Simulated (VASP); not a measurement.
A run of VASP 6.6.1:

The input INCAR:

```
SYSTEM = AlInSb2
PREC     = Accurate       ! precision mode
ENCUT    = 520            ! plane-wave cutoff, eV
EDIFF    = 1E-6           ! SCF threshold, eV
ISMEAR   = 0              ! smearing method
SIGMA    = 0.03           ! smearing width, eV
LREAL    = .FALSE.        ! projectors in reciprocal space
LASPH    = .TRUE.         ! aspherical terms in the spheres
NELM     = 100            ! most SCF steps
ALGO     = Normal         ! electronic algorithm
ISIF     = 2              ! what is computed and relaxed
LWAVE    = .FALSE.        ! write WAVECAR
LCHARG   = .FALSE.        ! write CHGCAR
GGA      = CA             ! functional
NBANDS   = 36             ! bands
```

File KPOINTS:

```
regular mesh
0
G
  7 7 3
  0 0 0
```

The input POSCAR:

```
AlInSb2
1.0
   -4.5061655400      0.0000000000      0.0000000000
    0.0000000000     -4.5061655400      0.0000000000
    0.0000000000      0.0000000000     12.6976459800
Al In Sb
2 2 4
Direct
    0.0000000000      0.0000000000      0.0000000000
    0.0000000000      0.0000000000      0.5000000000
    0.5000000000      0.5000000000      0.2500000000
    0.5000000000      0.5000000000      0.7500000000
    0.0000000000      0.5000000000      0.1166826850
    0.0000000000      0.5000000000      0.6166826850
    0.5000000000      0.0000000000      0.3833173150
    0.5000000000      0.0000000000      0.8833173150
```

Potentials or basis: VASP PAW LDA potentials, release 64 (Al, In_d, Sb).

Run with:

```bash
$ cat potpaw_LDA.64/Al/POTCAR potpaw_LDA.64/In_d/POTCAR potpaw_LDA.64/Sb/POTCAR > POTCAR
$ mpirun -np 1 vasp_std > vasp.out
```

Hardware: 1 thread of Intel Xeon 8259CL, with other jobs on the host.

**Question.** Estimate the wall time of this run.

**Answer.** Run time: 5 min on 1 thread of Intel Xeon 8259CL, on a shared host, peak memory 0.38 GiB. Counts: scf iterations 13, k points 20.
